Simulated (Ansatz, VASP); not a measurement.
## ScAlN2: VASP beside Ansatz

Contents of INCAR:

```
SYSTEM = ScAlN2
ALGO = Normal ; EDIFF = 1E-7
EDIFFG = -0.01 ; ENCUT = 600
GGA = PE ; IBRION = 2
ISIF = 3 ; ISMEAR = 0
LASPH = .TRUE. ; LCHARG = .FALSE.
LREAL = .FALSE. ; LWAVE = .FALSE.
NELM = 100 ; NSW = 100
PREC = Accurate ; SIGMA = 0.02
```

KPOINTS

```
k-points
0
G
  12 12 6
  0 0 0
```

Contents of POSCAR:

```
ScAlN2
1.0
    3.0108227661      0.0000000000      0.0000000000
   -1.5054113830      2.6074490017      0.0000000000
    0.0000000000      0.0000000000      5.2106659249
Sc Al N
1 1 2
Direct
    0.0000000000      0.0000000000      0.0000000000
    0.0000000000      0.0000000000      0.5000000000
    0.3333333333      0.6666666667      0.2706400154
    0.6666666667      0.3333333333      0.7293599846
```

Input for Ansatz:

```yaml
crystal:
  lattice:
    - [3.0108227661, 0.0, 0.0]
    - [-1.505411383, 2.6074490017, 0.0]
    - [0.0, 0.0, 5.2106659249]
  atoms:
    - { symbol: Sc, position: [0.0, 0.0, 0.0] }
    - { symbol: Al, position: [0.0, 0.0, 0.5] }
    - { symbol: "N", position: [0.3333333333, 0.6666666667, 0.2706400154] }
    - { symbol: "N", position: [0.6666666667, 0.3333333333, 0.7293599846] }
basis:
  ecutwfc: 420
kpoints:
  mp_grid: { grid: [12, 12, 6] }
hamiltonian:
  xc: pbe
scf:
  occupations: { method: gaussian, width: 0.02 }
output:
  forces: true
  stress: true
  eigenvalues: true
relax:
  adjacent_minimum: "off"
  f_tol: 0.01
  max_steps: 80
  cell: { stress_tol: 0.05 }
```

Change from the starting cell: species swapped into the LiVS2 type (P-3m1, No. 164).

Alike in both runs: task relaxation of cell and atoms; functional PBE; k mesh 12 × 12 × 6; occupations gaussian, width 0.02 eV; no spin polarisation.

```csv
,VASP,Ansatz
version,VASP 6.6.1,Ansatz 0.2.0
potentials or method,"VASP PAW PBE potentials, release 64 (Sc_sv, Al, N), cutoff 600 eV","scalar-relativistic, plane waves, PAW"
valence electrons in the cell,24,24
```

```csv
,VASP,Ansatz,Ansatz less VASP
"gap on the k mesh at the Fermi level, each at its own relaxed structure (eV)",0.90,0.93,+0.026
relaxed volume (Å³/atom),10.24,10.22,-0.014
relaxed cell length with the largest relative difference (Å),5.215,5.212,-0.0027
```
